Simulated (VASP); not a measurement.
Crystal: MgO.

```xyz
2
Lattice="-0.0345 2.0677 2.0677 2.0677 -0.0345 2.0677 2.0677 2.0677 -0.0345" Properties=species:S:1:pos:R:3 pbc="T T T"
Mg    0.0000    0.0000    0.0000
O     2.0505    2.0505    2.0505
```

This cell differs from its parent crystal: strain along [111] -2.5%.

Base run:

```yaml
Program: VASP 6.6.1
Functional: PBE
Potentials_or_basis: VASP PAW PBE potentials, release 64 (Mg, O)
Cutoff: 520 eV
k_mesh: 10 × 10 × 10
Occupations: fermi-dirac, width 0.02 eV
Spin: no spin polarisation
```

Its results: band gap on the k mesh 4.89 eV, direct; pressure 9.4 GPa.

Problem. The run is repeated on the same cell with these changes: functional from PBE to r2SCAN; occupations from fermi-dirac, width 0.02 eV to gaussian, width 0.01 eV. What comes out?

Solution. Band gap on the k mesh 5.78 eV, direct; pressure 3.2 GPa.

Caveats: the PAW data sets were made with another functional, which shifts forces and pressure a little (some runs).

